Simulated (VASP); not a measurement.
# GaSb (Immm) in VASP: notebook, part 3 of 3

VASP 6.6.1.

### 4 Single point, LDA (20.96 Å³/atom)

This run uses another cell than the first one, of 20.96 Å³/atom.

INCAR reads:

```
SYSTEM = GaSb
  PREC = Accurate
  ENCUT = 520
  EDIFF = 1E-6
  ISMEAR = 0
  SIGMA = 0.15
  LREAL = .False.
  LASPH = .True.
  NELM = 100
  ALGO = Normal
  ISIF = 2
  LWAVE = .False.
  LCHARG = .False.
  GGA = CA
  NBANDS = 16
```

KPOINTS reads:

```
Automatic mesh
0
Gamma
  18 18 18
  0 0 0
```

POSCAR reads:

```
GaSb
1.0
   -1.5752104892      2.4383392033      2.7289194855
    1.5752104892     -2.4383392033      2.7289194855
    1.5752104892      2.4383392033     -2.7289194855
Ga Sb
1 1
Direct
    0.0000000000      0.0000000000      0.0000000000
    0.5000000000      0.5000000000      0.0000000000
```

Potentials or basis: VASP PAW LDA potentials, release 64 (Ga_d, Sb).

Run with:

```
$ cat potpaw_LDA.64/Ga_d/POTCAR potpaw_LDA.64/Sb/POTCAR > POTCAR
$ mpirun -np 1 vasp_std > vasp.out
```

OUTCAR:

```text
SYSTEM = GaSb
   PREC = Accurate
   ENCUT = 520
   EDIFF = 1E-6
   ISMEAR = 0
   LREAL = .False.
   LASPH = .True.
   NELM = 100
   ISIF = 2
   GGA = CA

 ion  position               nearest neighbor table
   1  0.000  0.000  0.000-   2 2.73   2 2.73   2 2.90   2 2.90   2 2.90   2 2.90
   2  0.500  0.500  0.000-   1 2.73   1 2.73   1 2.90   1 2.90   1 2.90   1 2.90

  LATTYP: Found a body centered orthorhombic cell.
 ALAT       =     3.1504209784
 B/A-ratio  =     1.5479450016
 C/A-ratio  =     1.7324157655

  Lattice vectors:

 A1 = (  -1.5752104892,   2.4383392033,   2.7289194855)
 A2 = (   1.5752104892,  -2.4383392033,   2.7289194855)
 A3 = (   1.5752104892,   2.4383392033,  -2.7289194855)

Analysis of symmetry for initial positions (statically):
=====================================================================
 Subroutine PRICEL returns:
 Original cell was already a primitive cell.

 Routine SETGRP: Setting up the symmetry group for a
 body centered orthorhombic supercell.

 Subroutine GETGRP returns: Found  8 space group operations
 (whereof  8 operations were pure point group operations)
 out of a pool of  8 trial point group operations.

The static configuration has the point symmetry D_2h.

Analysis of symmetry for dynamics (positions and initial velocities):
=====================================================================
 Subroutine PRICEL returns:
 Original cell was already a primitive cell.

 Routine SETGRP: Setting up the symmetry group for a
 body centered orthorhombic supercell.

 Subroutine GETGRP returns: Found  8 space group operations
 (whereof  8 operations were pure point group operations)
 out of a pool of  8 trial point group operations.

The dynamic configuration has the point symmetry D_2h.

 Subroutine INISYM returns: Found  8 space group operations
 (whereof  8 operations are pure point group operations),
 and found     1 'primitive' translations

----------------------------------------------------------------------------------------

                                     Primitive cell

  volume of cell :      41.9260

  direct lattice vectors                    reciprocal lattice vectors
    -1.575210489  2.438339203  2.728919486     0.000000000  0.205057606  0.183222701
     1.575210489 -2.438339203  2.728919486     0.317417896  0.000000000  0.183222701
     1.575210489  2.438339203 -2.728919486     0.317417896  0.205057606  0.000000000

  length of vectors
     3.984192229  3.984192229  3.984192229     0.274989418  0.366503314  0.377892502

  position of ions in fractional coordinates (direct lattice)
     0.000000000  0.000000000  0.000000000
     0.500000000  0.500000000  0.000000000

  ion indices of the primitive-cell ions
   primitive index   ion index
                 1           1
                 2           2

----------------------------------------------------------------------------------------

 KPOINTS: Automatic mesh

Automatic generation of k-mesh.
 Grid dimensions read from file:
 generate k-points for:   18   18   18

 Generating k-lattice:

  Cartesian coordinates                     Fractional coordinates (reciprocal lattice)
     0.000000000  0.011392089  0.010179039     0.055555556  0.000000000 -0.000000000
     0.017634328  0.000000000  0.010179039     0.000000000  0.055555556 -0.000000000
     0.017634328  0.011392089  0.000000000     0.000000000  0.000000000  0.055555556

  Length of vectors
     0.015277190  0.020361295  0.020994028

  Shift w.r.t. Gamma in fractional coordinates (k-lattice)
     0.000000000  0.000000000  0.000000000

 Subroutine IBZKPT returns following result:
 ===========================================

 Found    865 irreducible k-points:

 Following reciprocal coordinates:
            Coordinates               Weight
  0.000000  0.000000  0.000000      1.000000
  0.055556  0.000000 -0.000000      4.000000
  0.111111  0.000000 -0.000000      4.000000
  0.166667  0.000000  0.000000      4.000000
  0.222222  0.000000  0.000000      4.000000
  0.277778  0.000000 -0.000000      4.000000
[... 16 lines left out ...]
 -0.333333  0.055556  0.000000      8.000000
 -0.277778  0.055556  0.000000      8.000000
 [... further k-points ...]
   k-points           NKPTS =    865   k-points in BZ     NKDIM =    865   number of bands    NBANDS=     16
   number of dos      NEDOS =    301   number of ions     NIONS =      2
   total plane-waves  NPLWV =  27000
   dimension x,y,z NGX =    30 NGY =   30 NGZ =   30
   dimension x,y,z NGXF=    60 NGYF=   60 NGZF=   60
   ions per type =               1   1
   NGX,Y,Z   is equivalent  to a cutoff of  12.52, 12.52, 12.52 a.u.
   NGXF,Y,Z  is equivalent  to a cutoff of  25.04, 25.04, 25.04 a.u.
 SYSTEM =  GaSb
   PREC   = accura    normal or accurate (medium, high low for compatibility)
   ISTART =      0    job   : 0-new  1-cont  2-samecut
   ICHARG =      2    charge: 1-file 2-atom 10-const
   ISPIN  =      1    spin polarized calculation?
   LNONCOLLINEAR =      F non collinear calculations
   LSORBIT =      F    spin-orbit coupling
   LASPH  =      T    aspherical Exc in radial PAW
   ENCUT  =  520.0 eV  38.22 Ry    6.18 a.u.   7.41  7.41  7.41*2*pi/ulx,y,z
   NELM   =    100;   NELMIN=  2; NELMDL= -5     # of ELM steps
   EDIFF  = 0.1E-05   stopping-criterion for ELM
   LREAL  =      F    real-space projection
   EDIFFG = 0.1E-04   stopping-criterion for IOM
   NSW    =      0    number of steps for IOM
   IBRION =     -1    ionic relax: 0-MD 1-quasi-New 2-CG
   NFREE  =      0    steps in history (QN), initial steepest desc. (CG)
   ISIF   =      2    stress and relaxation
   ISYM   =      2    0-nonsym 1-usesym 2-fastsym
   POTIM  = 0.5000    time-step for ionic-motion
   TEBEG  =    0.0;   TEEND  =   0.0 temperature during run
   PSTRESS=    0.0 pullay stress
   NELECT =      18.0000    total number of electrons
   NUPDOWN=      -1.0000    fix difference up-down
   EMIN   =  10.00;   EMAX   =-10.00  energy-range for DOS
   EFERMI =   0.00;   METHOD = LEGACY
   ISMEAR =     0;   SIGMA  =   0.15  broadening in eV -4-tet -1-fermi 0-gaus
   EFERMI_NEDOS =   21; number of points for ismear=-14 and -15
   IALGO  =     38    algorithm
   IMIX   =      4    mixing-type and parameters
     AMIX     =   0.40;   BMIX     =  1.00
     AMIX_MAG =   1.60;   BMIX_MAG =  1.00
  volume/ion in A,a.u.               =      20.96       141.47
  Fermi-wavevector in a.u.,A,eV,Ry     =   1.235012  2.333834 20.752350  1.525255
  Thomas-Fermi vector in A             =   2.369679
   LORBIT       =      0    0 simple, 1 ext, 2 COOP (PROOUT), +10 PAW based schemes
   GGA     = CA    functional components
   LHFCALC =     F    Hartree Fock is set to
   AEXX    =    0.0000 exact exchange contribution
   IVDW    =     0    specifies the selected vdW correction
   LEPSILON=     F    determine dielectric tensor
   LRPA    =     F    only Hartree local field effects (RPA)
 non-spin polarized calculation
 Gauss-broadening in eV      SIGMA  =   0.15
  energy-cutoff  :      520.00
  volume of cell :       41.93
 maximum number of plane-waves:      1160
 NGX is ok and might be reduce to    30
   NGX = 15   NGY = 15   NGZ = 15

 number of electron      18.0000000 magnetization

 Free energy of the ion-electron system (eV)
  ---------------------------------------------------
  ext. energy  EPLUGINS =         0.00000000
  ---------------------------------------------------
  free energy    TOTEN  =        -8.34213773 eV

  energy without entropy =       -8.33378124  energy(sigma->0) =       -8.33795949

 E-fermi :   8.0949     XC(G=0): -11.1116

 val. band max:        8.0943559786   @ k =  -0.2222   0.2222   0.1111
 cond. band min:       8.0971792417   @ k =   0.2778   0.2222   0.0000
 fundamental gap:      0.0028232630
 Fermi energy:         8.0948750401

 k-point     1 :       0.0000    0.0000    0.0000
  band No.  band energies     occupation
      1      -7.1229      2.00000
      2      -7.0453      2.00000
      3      -7.0442      2.00000
      4      -7.0264      2.00000
      5      -6.9877      2.00000
      6      -4.9642      2.00000
[... 8 lines left out ...]
     15      17.5025      0.00000
     16      18.2397      0.00000
[... 419 lines left out ...]
 k-point    24 :      -0.2778    0.0556    0.0000
  band No.  band energies     occupation
      1      -7.1155      2.00000
      2      -7.0610      2.00000
      3      -7.0362      2.00000
      4      -7.0300      2.00000
      5      -6.9865      2.00000
      6      -4.2344      2.00000
[... 8 lines left out ...]
     15      17.3351      0.00000
     16      18.2372      0.00000

 [... further k-points ...]

------------------------ aborting loop because EDIFF is reached ----------------------------------------

  FORCE on cell =-STRESS in cart. coord.  units (eV):
  Direction    XX          YY          ZZ          XY          YZ          ZX
  --------------------------------------------------------------------------------------
  -------------------------------------------------------------------------------------
  Total        0.8105595      1.1149504      1.5696705      0.0000000      0.0000000      0.0000000
  in kB       30.9750512     42.6071726     59.9840310      0.0000000      0.0000000      0.0000000
  external PRESSURE =      44.5220849 kB  Pullay stress =       0.0000000 kB

 VOLUME and BASIS-vectors are now :
 -----------------------------------------------------------------------------
  energy-cutoff  :      520.00
  volume of cell :       41.93
      direct lattice vectors                 reciprocal lattice vectors
    -1.575210489  2.438339203  2.728919486     0.000000000  0.205057606  0.183222701
     1.575210489 -2.438339203  2.728919486     0.317417896  0.000000000  0.183222701
     1.575210489  2.438339203 -2.728919486     0.317417896  0.205057606  0.000000000

 POSITION                                       TOTAL-FORCE (eV/Angst)
 -----------------------------------------------------------------------------------
      0.00000      0.00000      0.00000         0.000000     -0.000000     -0.000000
      0.00000      0.00000      2.72892        -0.000000      0.000000      0.000000
 -----------------------------------------------------------------------------------
    total drift:                                0.000000      0.000000      0.000000

  FREE ENERGIE OF THE ION-ELECTRON SYSTEM (eV)
  ---------------------------------------------------
  free  energy   TOTEN  =        -8.3421377348 eV

  energy  without entropy=       -8.3337812377  energy(sigma->0) =       -8.33795949
```

OSZICAR:

```text
N       E                     dE             d eps       ncg     rms          rms(c)
DAV:   1     0.784795962303E+02    0.78480E+02   -0.85942E+03 28616   0.154E+03
DAV:   2    -0.265727151333E+01   -0.81137E+02   -0.78280E+02 32280   0.304E+02
DAV:   3    -0.829681320567E+01   -0.56395E+01   -0.56170E+01 33784   0.619E+01
DAV:   4    -0.838629454906E+01   -0.89481E-01   -0.89468E-01 34128   0.860E+00
DAV:   5    -0.838831758423E+01   -0.20230E-02   -0.20230E-02 35696   0.117E+00    0.304E+00
DAV:   6    -0.835360355405E+01    0.34714E-01   -0.45646E-02 36568   0.398E+00    0.171E+00
DAV:   7    -0.834270152354E+01    0.10902E-01   -0.11821E-02 42024   0.137E+00    0.284E-01
DAV:   8    -0.834215433460E+01    0.54719E-03   -0.15688E-03 36864   0.567E-01    0.313E-02
DAV:   9    -0.834213807858E+01    0.16256E-04   -0.74005E-05 32856   0.687E-02    0.167E-02
DAV:  10    -0.834213773483E+01    0.34375E-06   -0.66879E-06 36256   0.209E-02
   1 F= -.83421377E+01 E0= -.83379595E+01  d E =-.835650E-02
```

Wall time 7.5 min (1 thread of Intel Xeon Platinum 8488C (Sapphire Rapids), shared host); peak memory 0.66 GiB.

Results:

```yaml
Free_energy: -8.3421 eV
Pressure: 4.5 GPa
Band_gap_on_the_k_mesh: zero (bands 9 and 10 overlap by 6.58 eV)
```

Stress tensor (GPa, compression positive):
```
3.10 0.00 0.00
0.00 4.26 0.00
0.00 0.00 6.00
```

Caveat: the cell stands under pressure; spin-orbit coupling is left out, which moves the levels of the heavy elements.

### 5 Single point, LDA (25.69 Å³/atom)

This run uses another cell than the first one, of 25.69 Å³/atom.

INCAR reads:

```
ALGO = Normal
EDIFF = 1E-6
ENCUT = 520
GGA = CA
ISIF = 2
ISMEAR = 0
LASPH = T
LCHARG = F
LREAL = F
LWAVE = F
NBANDS = 16
NELM = 80
PREC = Accurate
SIGMA = 0.15
```

KPOINTS reads:

```
k-points
0
Gamma
  18 18 18
```

POSCAR reads:

```
GaSb
1.0
   -1.7158959701      2.5861155005      2.8943064901
    1.7158959701     -2.5861155005      2.8943064901
    1.7158959701      2.5861155005     -2.8943064901
Ga Sb
1 1
Direct
    0.0000000000      0.0000000000      0.0000000000
    0.5000000000      0.5000000000      0.0000000000
```

Run with:

```
$ cat potpaw_LDA.64/Ga_d/POTCAR potpaw_LDA.64/Sb/POTCAR > POTCAR
$ mpirun -np 1 vasp_std > vasp.out
```

Run time: 6.8 min. Hardware: 1 thread of AMD EPYC 7R43 (Zen 3), shared host; peak memory 0.74 GiB.

It converged, with:

* Free energy: -8.2021 eV
* Pressure: -6.8 GPa
* Band gap on the k mesh: zero (bands 9 and 10 overlap by 4.92 eV)

Stress tensor (GPa, compression positive):
```
-7.72  0.00  0.00
 0.00 -6.96  0.00
 0.00  0.00 -5.67
```

Levels at points of the mesh, in eV from the Fermi level:
```
           k point  band 7  band 8  band 9  band 10  band 11  band 12
(0.00, 0.00, 0.00)   -2.48   -1.46   -1.13     3.41     4.03     6.29
(0.50, 0.00, 0.00)   -7.53    0.31    1.94     2.69     2.89     3.22
(0.00, 0.50, 0.00)   -6.17   -1.34   -0.36     0.10     1.11     2.49
(0.50, 0.50, 0.00)   -4.60   -3.50   -1.97    -1.79     3.39     4.46
(0.50, 0.50, 0.50)   -5.35   -4.66   -4.10     1.25     5.29     8.50
```

Caveat: the cell stands under tension; spin-orbit coupling is left out, which moves the levels of the heavy elements.

### 6 Single point, LDA (25.69 Å³/atom)

This run uses another cell than the first one, of 25.69 Å³/atom.

INCAR reads:

```
ALGO = Normal ; EDIFF = 1E-6
ENCUT = 520 ; GGA = CA
ISIF = 2 ; ISMEAR = 0
LASPH = True ; LCHARG = True
LELF = True ; LREAL = False
LVHAR = True ; LWAVE = False
NBANDS = 16 ; NELM = 60
PREC = Accurate ; SIGMA = 0.15
```

KPOINTS is that of step 5.

POSCAR reads:

```
GaSb
1.0
   -1.6558338607      2.6326008354      2.9463315472
    1.6558338607     -2.6326008354      2.9463315472
    1.6558338607      2.6326008354     -2.9463315472
Ga Sb
1 1
Direct
    0.0000000000      0.0000000000      0.0000000000
    0.5000000000      0.5000000000      0.0000000000
```

Potentials or basis: VASP PAW LDA potentials, release 64 (Ga_d, Sb).

Run with:

```
$ cat potpaw_LDA.64/Ga_d/POTCAR potpaw_LDA.64/Sb/POTCAR > POTCAR
$ mpirun -np 1 vasp_std > vasp.out
```

Run time: 7.2 min. Hardware: 1 thread of AMD EPYC 7R43 (Zen 3), shared host; peak memory 0.73 GiB.

It converged, with:

| Property | Result |
| --- | --- |
| Free energy | -8.2091 eV |
| Pressure | -6.9 GPa |
| Band gap on the k mesh | zero (bands 9 and 10 overlap by 4.76 eV) |

Stress tensor (GPa, compression positive):
```
-6.74  0.00  0.00
 0.00 -6.85  0.00
 0.00  0.00 -7.14
```

Levels at points of the mesh, in eV from the Fermi level:
```
           k point  band 6  band 7  band 8  band 9  band 10  band 11  band 12  band 13
(0.00, 0.00, 0.00)  -11.44   -2.90   -1.75   -1.19     3.84     4.03     5.96     6.92
(0.50, 0.00, 0.00)  -10.05   -7.57    0.06    1.67     2.41     3.05     3.57     5.76
(0.00, 0.50, 0.00)   -8.24   -5.97   -1.54   -0.28    -0.05     1.17     2.40     3.34
(0.50, 0.50, 0.00)   -8.20   -4.59   -3.42   -1.90    -1.72     3.42     4.25     6.68
(0.50, 0.50, 0.50)   -9.13   -5.49   -4.64   -4.21     2.07     6.04     8.92     9.41
```

Caveat: the cell stands under tension; spin-orbit coupling is left out, which moves the levels of the heavy elements.

### 7 Overview

| cell | gap on the mesh (eV) | pressure (GPa) |
| --- | --- | --- |
| a = 3.890 Å, angles 132.3, 104.9, 94.0°, 2 atoms | none | 10.4 |
| a = 3.927 Å, angles 134.5, 104.2, 93.1°, 2 atoms | none | 10.0 |
| a = 3.984 Å, angles 133.4, 104.5, 93.5°, 2 atoms | none | 4.5 |
| a = 4.244 Å, angles 132.3, 104.9, 94.0°, 2 atoms | none | -6.8 |
| a = 4.284 Å, angles 134.5, 104.2, 93.1°, 2 atoms | none | -6.9 |

Alike in all rows: task single point; level LDA; potentials or basis VASP PAW LDA potentials, release 64 (Ga_d, Sb); no spin polarisation; k mesh 18 × 18 × 18; cutoff (eV) 520; smearing gaussian 0.15 eV.

Caveats: spin-orbit coupling is left out, which moves the levels of the heavy elements; the cell stands under pressure (at least some runs); the cell stands under tension (at least some runs); the stress differs along the axes, from 8 to 14 GPa (at least some runs).

Total energies depend on the potentials used, so only differences within one code and one set of settings carry meaning.
